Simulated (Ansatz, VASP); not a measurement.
# One calculation of Ru, two programs

File INCAR:

```
PREC     = Accurate       # precision mode
ENCUT    = 520            # plane-wave cutoff, eV
EDIFF    = 1E-7           # SCF threshold, eV
ISMEAR   = -1             # smearing method
SIGMA    = 0.08           # smearing width, eV
LREAL    = False          # projectors in reciprocal space
LASPH    = True           # aspherical terms in the spheres
NELM     = 80             # most SCF steps
ALGO     = Normal         # electronic algorithm
ISIF     = 2              # what is computed and relaxed
LWAVE    = False          # write WAVECAR
LCHARG   = False          # write CHGCAR
GGA      = PS             # functional
NBANDS   = 21             # bands
```

The input KPOINTS:

```
regular mesh
0
Gamma
  18 18 10
```

POSCAR

```
Ru
1.0
    2.5937742150      0.0000000000      0.0000000000
   -1.2968871075      2.2462743619      0.0000000000
    0.0000000000      0.0000000000      4.1160248512
Ru
2
Direct
    0.3333333333      0.6666666667      0.2500000000
    0.6666666667      0.3333333333      0.7500000000
```

Input for Ansatz:

```yaml
crystal:
  lattice:
    - [2.593774215, 0.0, 0.0]
    - [-1.2968871075, 2.2462743619, 0.0]
    - [0.0, 0.0, 4.1160248512]
  atoms:
    - { symbol: Ru, position: [0.3333333333, 0.6666666667, 0.25] }
    - { symbol: Ru, position: [0.6666666667, 0.3333333333, 0.75] }
kpoints:
  mp_grid: { grid: [18, 18, 10] }
  band_path:
    path:
      - [0.0, 0.0, 0.0]
      - [0.5, 0.0, 0.0]
      - [0.3333333333, 0.3333333333, 0.0]
      - [0.0, 0.0, 0.0]
      - [0.0, 0.0, 0.5]
      - [0.5, 0.0, 0.5]
      - [0.3333333333, 0.3333333333, 0.5]
      - [0.0, 0.0, 0.5]
      - [0.5, 0.0, 0.5]
    npoints: 8
scf:
  occupations: { method: fermi_dirac, width: 0.08 }
hamiltonian:
  xc: pbesol
  pseudopotentials: { kind: paw }
output:
  forces: true
  stress: true
  eigenvalues: true
  populations: true
  dos: { projected: true, de: 0.2, e_range: [-14, 8] }
```

Change from the starting cell: volume scaled by 0.9, PAW files.

Alike in both runs: task single point; functional PBEsol; k mesh 18 × 18 × 10; occupations fermi-dirac, width 0.08 eV; no spin polarisation.

|  | VASP | Ansatz |
| --- | --- | --- |
| version | VASP 6.6.1 | Ansatz 0.2.0 |
| potentials or method | VASP PAW PBE potentials, release 64 (Ru_pv) | PAW with Ansatz's default frozen-core files, scalar-relativistic |
| plane-wave cutoff (eV) | 520 | 420 |
| valence electrons in the cell | 28 | 32 |

|  | VASP | Ansatz | Ansatz less VASP |
| --- | --- | --- | --- |
| pressure (GPa) | 47.1 | 46.8 | -0.26 |
| traceless stress, the component that is largest in VASP (GPa) | 0.06 | 0.00 | -0.057 |

VASP's potentials were made for PBE, not for PBEsol. Both programs put the cell under a high pressure, so it lies far from rest at this level. VASP's potentials hold 28 valence electrons a cell and Ansatz's 32, so a difference there can come from the potentials and not from the codes.
